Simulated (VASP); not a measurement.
Write the native input for VASP 6.6.1 that does the following.

```yaml
Task: single point
Functional: PBEsol
Potentials_or_basis: VASP PAW PBE potentials, release 64 (Sr_sv, Tl_d)
Cutoff: 520 eV
k_mesh: 14 × 14 × 14
Occupations: gaussian, width 0.15 eV
Spin: no spin polarisation
Dipole_correction: no
Further_INCAR_settings: ALGO = Normal; EDIFF = 1e-06; NBANDS = 18
```

The structure of SrTl lies in POSCAR:

```
SrTl
1.0
    4.2564501181      0.0000000000      0.0000000000
    0.0000000000      4.2564501181      0.0000000000
    0.0000000000      0.0000000000      3.6179826003
Sr Tl
1 1
Direct
    0.0000000000      0.0000000000      0.0000000000
    0.5000000000      0.5000000000      0.5000000000
```

This cell differs from its parent crystal: ratio of the length along z to the lengths across it x 0.85, volume and fractional coordinates fixed.

The input as run:

INCAR

```
  PREC = Accurate
  ENCUT = 520
  EDIFF = 1E-6
  ISMEAR = 0
  SIGMA = 0.15
  LREAL = F
  LASPH = T
  NELM = 100
  ALGO = Normal
  ISIF = 2
  LWAVE = F
  LCHARG = T
  GGA = PS
  LELF = T
  LVHAR = T
  NBANDS = 18
```

KPOINTS

```
regular mesh
0
Gamma
  14 14 14
```

Potentials or basis: VASP PAW PBE potentials, release 64 (Sr_sv, Tl_d).

Run with:

```bash
$ cat potpaw_PBE.64/Sr_sv/POTCAR potpaw_PBE.64/Tl_d/POTCAR > POTCAR
$ mpirun -np 1 vasp_std > vasp.out
```

It gave:

```
Pressure : -0.3 GPa
```

Caveat: the PAW data sets were made with another functional, which shifts forces and pressure a little.

It took 2.9 min on 1 thread of Intel(R) Xeon(R) Platinum 8259CL CPU @ 2.50GHz (Skylake/Cascade Lake), on a shared host, peak memory 0.46 GiB.
